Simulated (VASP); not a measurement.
# SiGe2 (I4/mmm) in VASP: notebook

Runs on SiGe2. Level: PBE. Tasks: single point, relaxation of cell and atoms.

Program: VASP 6.6.1. These are calculated values, not measurements. Logs are shortened: lines on timing, memory, paths and dates and some standing lists are left out, and cuts for length are marked.

### 1 The cell of the first run

Symmetry: I4/mmm, No. 139, tetragonal system. Conventional cell: a = 2.937 Å, b = 2.937 Å, c = 12.462 Å, α = 90.00°, β = 90.00°, γ = 90.00°. Within 3.9 Å of Si (site symmetry 4/mmm) lie 4 Si at 2.94 Å and 8 Ge at 2.94 Å. Ge (site symmetry 4mm) has 8 Ge at 2.94 Å and 4 Si at 2.94 Å within 3.9 Å.

### 2 Single point, PBE

INCAR reads:

```
SYSTEM = SiGe2
  ALGO = Normal
  EDIFF = 1E-6
  ENCUT = 520
  GGA = PE
  ISIF = 2
  ISMEAR = 0
  LASPH = .TRUE.
  LCHARG = .TRUE.
  LELF = .TRUE.
  LREAL = .FALSE.
  LVHAR = .TRUE.
  LWAVE = .FALSE.
  NBANDS = 23
  NELM = 60
  PREC = Accurate
  SIGMA = 0.1
```

KPOINTS reads:

```
k-points
0
G
  8 8 8
  0 0 0
```

POSCAR reads:

```
SiGe2
1.0
   -1.4687026200      1.4687026200      6.2311775000
    1.4687026200     -1.4687026200      6.2311775000
    1.4687026200      1.4687026200     -6.2311775000
Si Ge
1 2
Direct
    0.5000000000      0.5000000000      0.0000000000
    0.8333333300      0.8333333300      0.0000000000
    0.1666666700      0.1666666700      0.0000000000
```

Potentials or basis: VASP PAW PBE potentials, release 64 (Si, Ge_d).

Command:

```sh
$ cat potpaw_PBE.64/Si/POTCAR potpaw_PBE.64/Ge_d/POTCAR > POTCAR
$ mpirun -np 1 vasp_std > vasp.out
```

OUTCAR:

```text
SYSTEM = SiGe2
   EDIFF = 1E-6
   ENCUT = 520
   GGA = PE
   ISIF = 2
   ISMEAR = 0
   LASPH = .TRUE.
   LREAL = .FALSE.
   NELM = 60
   PREC = Accurate

 ion  position               nearest neighbor table
   1  0.500  0.500  0.000-   3 2.94   3 2.94   3 2.94   2 2.94   3 2.94   2 2.94   2 2.94   2 2.94

   2  0.833  0.833  0.000-   1 2.94   1 2.94   1 2.94   1 2.94
   3  0.167  0.167  0.000-   1 2.94   1 2.94   1 2.94   1 2.94

  LATTYP: Found a body centered tetragonal cell.
 ALAT       =     2.9374052400
 C/A-ratio  =     4.2426406920

  Lattice vectors:

 A1 = (  -1.4687026200,   1.4687026200,   6.2311775000)
 A2 = (   1.4687026200,  -1.4687026200,   6.2311775000)
 A3 = (   1.4687026200,   1.4687026200,  -6.2311775000)

Analysis of symmetry for initial positions (statically):
=====================================================================
 Subroutine PRICEL returns:
 Original cell was already a primitive cell.

 Routine SETGRP: Setting up the symmetry group for a
 body centered tetragonal supercell.

 Subroutine GETGRP returns: Found 16 space group operations
 (whereof 16 operations were pure point group operations)
 out of a pool of 16 trial point group operations.

The static configuration has the point symmetry D_4h.

Analysis of symmetry for dynamics (positions and initial velocities):
=====================================================================
 Subroutine PRICEL returns:
 Original cell was already a primitive cell.

 Routine SETGRP: Setting up the symmetry group for a
 body centered tetragonal supercell.

 Subroutine GETGRP returns: Found 16 space group operations
 (whereof 16 operations were pure point group operations)
 out of a pool of 16 trial point group operations.

The dynamic configuration has the point symmetry D_4h.

 Subroutine INISYM returns: Found 16 space group operations
 (whereof 16 operations are pure point group operations),
 and found     1 'primitive' translations

----------------------------------------------------------------------------------------

                                     Primitive cell

  volume of cell :      53.7648

  direct lattice vectors                    reciprocal lattice vectors
[... 78 lines left out ...]
   NGXF,Y,Z  is equivalent  to a cutoff of  25.31, 25.31, 25.31 a.u.
 SYSTEM =  SiGe2
   PREC   = accura    normal or accurate (medium, high low for compatibility)
   ISTART =      0    job   : 0-new  1-cont  2-samecut
   ICHARG =      2    charge: 1-file 2-atom 10-const
   ISPIN  =      1    spin polarized calculation?
   LNONCOLLINEAR =      F non collinear calculations
   LSORBIT =      F    spin-orbit coupling
   LASPH  =      T    aspherical Exc in radial PAW
   ENCUT  =  520.0 eV  38.22 Ry    6.18 a.u.  12.21 12.21 12.21*2*pi/ulx,y,z
   NELM   =     60;   NELMIN=  2; NELMDL= -5     # of ELM steps
   EDIFF  = 0.1E-05   stopping-criterion for ELM
   LREAL  =      F    real-space projection
   EDIFFG = 0.1E-04   stopping-criterion for IOM
   NSW    =      0    number of steps for IOM
   IBRION =     -1    ionic relax: 0-MD 1-quasi-New 2-CG
   NFREE  =      0    steps in history (QN), initial steepest desc. (CG)
   ISIF   =      2    stress and relaxation
   ISYM   =      2    0-nonsym 1-usesym 2-fastsym
   POTIM  = 0.5000    time-step for ionic-motion
   TEBEG  =    0.0;   TEEND  =   0.0 temperature during run
   PSTRESS=    0.0 pullay stress
   NELECT =      32.0000    total number of electrons
   NUPDOWN=      -1.0000    fix difference up-down
   EMIN   =  10.00;   EMAX   =-10.00  energy-range for DOS
   EFERMI =   0.00;   METHOD = LEGACY
   ISMEAR =     0;   SIGMA  =   0.10  broadening in eV -4-tet -1-fermi 0-gaus
   EFERMI_NEDOS =   21; number of points for ismear=-14 and -15
   IALGO  =     38    algorithm
   IMIX   =      4    mixing-type and parameters
     AMIX     =   0.40;   BMIX     =  1.00
     AMIX_MAG =   1.60;   BMIX_MAG =  1.00
  volume/ion in A,a.u.               =      17.92       120.94
  Fermi-wavevector in a.u.,A,eV,Ry     =   1.377079  2.602302 25.801364  1.896347
  Thomas-Fermi vector in A             =   2.502265
   LORBIT       =      0    0 simple, 1 ext, 2 COOP (PROOUT), +10 PAW based schemes
   GGA     = PE    functional components
   LHFCALC =     F    Hartree Fock is set to
   AEXX    =    0.0000 exact exchange contribution
   IVDW    =     0    specifies the selected vdW correction
   LEPSILON=     F    determine dielectric tensor
   LRPA    =     F    only Hartree local field effects (RPA)
 non-spin polarized calculation
 Gauss-broadening in eV      SIGMA  =   0.10
  energy-cutoff  :      520.00
  volume of cell :       53.76
 maximum number of plane-waves:      1491
 NGX is ok and might be reduce to    50
   NGX = 25   NGY = 25   NGZ = 25

 number of electron      32.0000005 magnetization

 Free energy of the ion-electron system (eV)
  ---------------------------------------------------
  ext. energy  EPLUGINS =         0.00000000
  ---------------------------------------------------
  free energy    TOTEN  =       -13.08784444 eV

  energy without entropy =      -13.08162750  energy(sigma->0) =      -13.08473597

 E-fermi :   7.4762     XC(G=0): -11.1533

 val. band max:        7.4710266223   @ k =  -0.3750   0.2500   0.0000
 cond. band min:       7.4869909984   @ k =  -0.1250   0.5000   0.1250
 fundamental gap:      0.0159643762
 Fermi energy:         7.4762166808

 k-point     1 :       0.0000    0.0000    0.0000
  band No.  band energies     occupation
      1     -17.3804      2.00000
      2     -17.3460      2.00000
      3     -17.3290      2.00000
      4     -17.2944      2.00000
      5     -17.2944      2.00000
      6     -17.2876      2.00000
[... 613 lines left out ...]
     22      11.0803      0.00000
     23      15.1373      0.00000

 [... further k-points ...]
[... 5 lines left out ...]
  --------------------------------------------------------------------------------------
  -------------------------------------------------------------------------------------
  Total        0.1623461      0.1623461      0.7519495      0.0000000     -0.0000000      0.0000000
  in kB        4.8378735      4.8378735     22.4079113      0.0000000     -0.0000000      0.0000000
  external PRESSURE =      10.6945528 kB  Pullay stress =       0.0000000 kB

 VOLUME and BASIS-vectors are now :
 -----------------------------------------------------------------------------
  energy-cutoff  :      520.00
  volume of cell :       53.76
      direct lattice vectors                 reciprocal lattice vectors
    -1.468702620  1.468702620  6.231177500     0.000000000  0.340436514  0.080241656
     1.468702620 -1.468702620  6.231177500     0.340436514  0.000000000  0.080241656
     1.468702620  1.468702620 -6.231177500     0.340436514  0.340436514  0.000000000

 POSITION                                       TOTAL-FORCE (eV/Angst)
 -----------------------------------------------------------------------------------
      0.00000      0.00000      6.23118         0.000000      0.000000      0.000000
      0.00000      0.00000     10.38530        -0.000000     -0.000000      0.478504
      0.00000      0.00000      2.07706        -0.000000     -0.000000     -0.478504
 -----------------------------------------------------------------------------------
    total drift:                               -0.000000      0.000000      0.000000

  FREE ENERGIE OF THE ION-ELECTRON SYSTEM (eV)
  ---------------------------------------------------
  free  energy   TOTEN  =       -13.0878444405 eV

  energy  without entropy=      -13.0816274998  energy(sigma->0) =      -13.08473597
```

OSZICAR:

```text
N       E                     dE             d eps       ncg     rms          rms(c)
DAV:   1     0.223410539275E+03    0.22341E+03   -0.15897E+04  3151   0.353E+03
DAV:   2     0.199448006127E+02   -0.20347E+03   -0.19518E+03  2756   0.672E+02
DAV:   3    -0.120480249672E+02   -0.31993E+02   -0.31580E+02  3253   0.145E+02
DAV:   4    -0.131123941378E+02   -0.10644E+01   -0.10634E+01  3093   0.298E+01
DAV:   5    -0.131330658652E+02   -0.20672E-01   -0.20670E-01  3366   0.470E+00    0.246E+00
DAV:   6    -0.131013025453E+02    0.31763E-01   -0.34535E-02  3723   0.245E+00    0.138E+00
DAV:   7    -0.130885602960E+02    0.12742E-01   -0.23285E-02  3391   0.132E+00    0.210E-01
DAV:   8    -0.130878970667E+02    0.66323E-03   -0.11389E-03  3297   0.347E-01    0.828E-02
DAV:   9    -0.130878389573E+02    0.58109E-04   -0.29997E-04  3548   0.289E-01    0.349E-02
DAV:  10    -0.130878454866E+02   -0.65293E-05   -0.21140E-05  3029   0.336E-02    0.359E-03
DAV:  11    -0.130878443776E+02    0.11089E-05   -0.44618E-06  3052   0.348E-02    0.212E-03
DAV:  12    -0.130878444405E+02   -0.62915E-07   -0.21884E-07  1917   0.476E-03
   1 F= -.13087844E+02 E0= -.13084736E+02  d E =-.621694E-02
```

Run time: 2.6 min. Hardware: 1 thread of Intel Xeon Platinum 8259CL at 2.50GHz (Skylake/Cascade Lake), shared host; peak memory 0.37 GiB.

What came out:

```
Free energy            : -13.0878 eV
Pressure               : 1.1 GPa
Largest force          : 0.479 eV/Å
Band gap on the k mesh : zero (bands 16 and 17 overlap by 6.09 eV)
```

Forces in eV/Å, atoms in the order of the input:
```
Si   0.000  0.000  0.000
Ge   0.000  0.000  0.479
Ge   0.000  0.000 -0.479
```

Stress tensor (GPa, compression positive):
```
0.48 0.00 0.00
0.00 0.48 0.00
0.00 0.00 2.24
```

### 3 Single point, PBE

This run uses another cell than the first one, of 18.25 Å³/atom.

INCAR reads:

```
PREC = Accurate
ENCUT = 520
EDIFF = 1E-6
ISMEAR = 0
SIGMA = 0.1
LREAL = F
LASPH = T
NELM = 100
ALGO = Normal
ISIF = 2
LWAVE = F
LCHARG = F
GGA = PE
NBANDS = 23
```

KPOINTS reads:

```
Automatic mesh
0
Gamma
  8 8 8
```

POSCAR reads:

```
SiGe2
1.0
   -1.4631498319      1.4631498319      6.3950514450
    1.4631498319     -1.4631498319      6.3950514450
    1.4631498319      1.4631498319     -6.3950514450
Si Ge
1 2
Direct
    0.5000000000      0.5000000000      0.0000000000
    0.8416682651      0.8416682651      0.0000000000
    0.1583317349      0.1583317349      0.0000000000
```

Potentials or basis: VASP PAW PBE potentials, release 64 (Si, Ge_d).

Command:

```sh
$ cat potpaw_PBE.64/Si/POTCAR potpaw_PBE.64/Ge_d/POTCAR > POTCAR
$ mpirun -np 1 vasp_std > vasp.out
```

OUTCAR:

```text
PREC = Accurate
   ENCUT = 520
   EDIFF = 1E-6
   ISMEAR = 0
   LREAL = F
   LASPH = T
   NELM = 100
   ISIF = 2
   GGA = PE

 ion  position               nearest neighbor table
   1  0.500  0.500  0.000-   3 2.90   3 2.90   3 2.90   2 2.90   3 2.90   2 2.90   2 2.90   2 2.90

   2  0.842  0.842  0.000-   1 2.90   1 2.90   1 2.90   1 2.90
   3  0.158  0.158  0.000-   1 2.90   1 2.90   1 2.90   1 2.90

  LATTYP: Found a body centered tetragonal cell.
 ALAT       =     2.9262996638
 C/A-ratio  =     4.3707426988

  Lattice vectors:
[... 195 lines left out ...]
      5     -17.4634      2.00000
      6     -17.4634      2.00000
[... 613 lines left out ...]
     22      11.2376      0.00000
     23      14.6727      0.00000

 [... further k-points ...]
[... 5 lines left out ...]
  --------------------------------------------------------------------------------------
  -------------------------------------------------------------------------------------
  Total       -0.0564391     -0.0564391     -0.0048524      0.0000000      0.0000000      0.0000000
  in kB       -1.6512363     -1.6512363     -0.1419677      0.0000000      0.0000000      0.0000000
  external PRESSURE =      -1.1481467 kB  Pullay stress =       0.0000000 kB

 VOLUME and BASIS-vectors are now :
 -----------------------------------------------------------------------------
  energy-cutoff  :      520.00
  volume of cell :       54.76
      direct lattice vectors                 reciprocal lattice vectors
    -1.463149832  1.463149832  6.395051445     0.000000000  0.341728502  0.078185454
     1.463149832 -1.463149832  6.395051445     0.341728502  0.000000000  0.078185454
     1.463149832  1.463149832 -6.395051445     0.341728502  0.341728502  0.000000000

 POSITION                                       TOTAL-FORCE (eV/Angst)
 -----------------------------------------------------------------------------------
      0.00000      0.00000      6.39505        -0.000000     -0.000000     -0.000000
      0.00000      0.00000     10.76502         0.000000      0.000000     -0.008937
      0.00000      0.00000      2.02508        -0.000000     -0.000000      0.008937
 -----------------------------------------------------------------------------------
    total drift:                                0.000000      0.000000     -0.000000

  FREE ENERGIE OF THE ION-ELECTRON SYSTEM (eV)
  ---------------------------------------------------
  free  energy   TOTEN  =       -13.1463916406 eV

  energy  without entropy=      -13.1414011090  energy(sigma->0) =      -13.14389637
```

OSZICAR:

```text
N       E                     dE             d eps       ncg     rms          rms(c)
DAV:   1     0.216012797251E+03    0.21601E+03   -0.15607E+04  3201   0.348E+03
DAV:   2     0.185106346712E+02   -0.19750E+03   -0.18970E+03  2728   0.649E+02
DAV:   3    -0.121805164941E+02   -0.30691E+02   -0.30219E+02  3288   0.142E+02
DAV:   4    -0.131777218716E+02   -0.99721E+00   -0.99570E+00  3114   0.287E+01
DAV:   5    -0.131976614691E+02   -0.19940E-01   -0.19938E-01  3302   0.459E+00    0.250E+00
DAV:   6    -0.131586891786E+02    0.38972E-01   -0.49345E-02  3533   0.265E+00    0.141E+00
DAV:   7    -0.131477344177E+02    0.10955E-01   -0.23172E-02  3365   0.115E+00    0.361E-01
DAV:   8    -0.131464339205E+02    0.13005E-02   -0.13755E-03  3344   0.307E-01    0.858E-02
DAV:   9    -0.131463843379E+02    0.49583E-04   -0.17069E-04  3622   0.199E-01    0.421E-02
DAV:  10    -0.131463940207E+02   -0.96828E-05   -0.19302E-05  3337   0.417E-02    0.696E-03
DAV:  11    -0.131463916107E+02    0.24100E-05   -0.49440E-06  3141   0.377E-02    0.233E-03
DAV:  12    -0.131463916406E+02   -0.29897E-07   -0.18369E-07  1952   0.388E-03
   1 F= -.13146392E+02 E0= -.13143896E+02  d E =-.499053E-02
```

stdout:

```text
POSCAR found type information on POSCAR SiGe
 POSCAR found :  2 types and       3 ions
 scaLAPACK will be used
 LDA part: xc-table for (Slater+PW92), standard interpolation
 POSCAR, INCAR and KPOINTS ok, starting setup
 FFT: planning ... GRIDC
 FFT: planning ... GRID_SOFT
 FFT: planning ... GRID
 WAVECAR not read
 entering main loop
```

It took 2.6 min on 1 thread of Intel Xeon Platinum 8259CL at 2.50GHz (Skylake/Cascade Lake), shared host; peak memory 0.37 GiB.

What came out:

```
Free energy            : -13.1464 eV
Pressure               : -0.1 GPa
Largest force          : 0.009 eV/Å
Band gap on the k mesh : zero (bands 16 and 17 overlap by 5.63 eV)
```

Forces in eV/Å, atoms in the order of the input:
```
Si   0.000  0.000  0.000
Ge   0.000  0.000 -0.009
Ge   0.000  0.000  0.009
```

Stress tensor (GPa, compression positive):
```
-0.17  0.00  0.00
 0.00 -0.17  0.00
 0.00  0.00 -0.01
```

Levels at points of the mesh, in eV from the Fermi level:
```csv
k point,band 12,band 13,band 14,band 15,band 16,band 17,band 18,band 19,band 20,band 21
"(0.00, 0.00, 0.00)",-10.11,-8.99,0.38,1.22,3.38,3.38,4.22,4.22,5.88,6.87
"(0.50, 0.00, 0.00)",-8.55,-7.72,-5.68,-3.14,-2.60,1.87,2.50,6.42,6.72,6.85
"(0.50, 0.50, 0.00)",-4.80,-4.37,-4.17,-3.75,-3.08,-1.14,-0.22,0.11,0.18,2.41
"(0.50, 0.50, 0.50)",-12.16,-5.55,-4.56,2.86,2.86,5.69,6.01,6.01,6.30,6.51
```

[end of part 1 of 2]
